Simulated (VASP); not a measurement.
Wanted: the native input for a VASP 6.6.1 run.

| Property | Result |
| --- | --- |
| Task | single point |
| Functional | PBE |
| Potentials or basis | VASP PAW PBE potentials, release 64 (V_sv, Si, N) |
| Cutoff | 520 eV |
| k mesh | 12 × 12 × 10 |
| Occupations | gaussian, width 0.1 eV |
| Spin | no spin polarisation |
| Dipole correction | no |
| Further INCAR settings | ALGO = Normal; EDIFF = 1e-07; NBANDS = 28 |

The structure of V2SiN2 lies in POSCAR:

```
V2SiN2
1.0
    4.1177075691      0.0000000000      0.0000000000
   -2.0588537846      3.5660393602      0.0000000000
    0.0000000000      0.0000000000      3.8393571542
V Si N
2 1 2
Direct
    0.3333333333      0.6666666667      0.0000000000
    0.6666666667      0.3333333333      0.5000000000
    0.0000000000      0.0000000000      0.5000000000
    0.3333333333      0.6666666667      0.5000000000
    0.6666666667      0.3333333333      0.0000000000
```

The cell was generated, and may not be a known phase.

The input as run:

INCAR

```
SYSTEM = V2SiN2
  PREC = Accurate
  ENCUT = 520
  EDIFF = 1E-7
  ISMEAR = 0
  SIGMA = 0.1
  LREAL = .FALSE.
  LASPH = .TRUE.
  NELM = 60
  ALGO = Normal
  ISIF = 2
  LWAVE = .FALSE.
  LCHARG = .FALSE.
  GGA = PE
  NBANDS = 28
```

KPOINTS

```
regular mesh
0
G
  12 12 10
  0 0 0
```

Potentials or basis: VASP PAW PBE potentials, release 64 (V_sv, Si, N).

Run with:

```console
$ cat potpaw_PBE.64/V_sv/POTCAR potpaw_PBE.64/Si/POTCAR potpaw_PBE.64/N/POTCAR > POTCAR
$ mpirun -np 1 vasp_std > vasp.out
```

It gave:

The pressure is 0.3 GPa. The band gap on the k mesh is zero (bands 20 and 21 overlap by 1.20 eV).

Caveat: the run has no spin polarisation, though such a crystal can be magnetic.

Run time: 5.3 min on 1 thread of Intel Xeon 8259CL, with other jobs on the host, peak memory 0.29 GiB.
